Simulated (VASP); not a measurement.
Input of a VASP 6.6.1 run:

INCAR

```
PREC = Accurate
ENCUT = 600
EDIFF = 1E-6
ISMEAR = 0
SIGMA = 0.02
LREAL = F
LASPH = T
NELM = 120
ALGO = Normal
ISIF = 2
LWAVE = F
LCHARG = F
GGA = PE
NBANDS = 11
GGA_COMPAT = F
```

File KPOINTS:

```
regular mesh
0
Gamma
  10 10 10
```

POSCAR

```
AlN
1.0
    0.0000000000      2.2012621088      2.2012621088
    2.2012621088      0.0000000000      2.2012621088
    2.2012621088      2.2012621088      0.0000000000
Al N
1 1
Direct
    0.0000000000      0.0000000000      0.0000000000
    0.2500000000      0.2500000000      0.2500000000
```

Potentials or basis: VASP PAW PBE potentials, release 64 (Al, N).

Launch:

```console
$ cat potpaw_PBE.64/Al/POTCAR potpaw_PBE.64/N/POTCAR > POTCAR
$ mpirun -np 1 vasp_std > vasp.out
```

Task: Predict the band gap on the k mesh.

Result: 3.31 eV (least direct gap 3.99 eV).

Task: Estimate the pressure.

Result: -0.3 GPa.

A k mesh can miss the band edges.
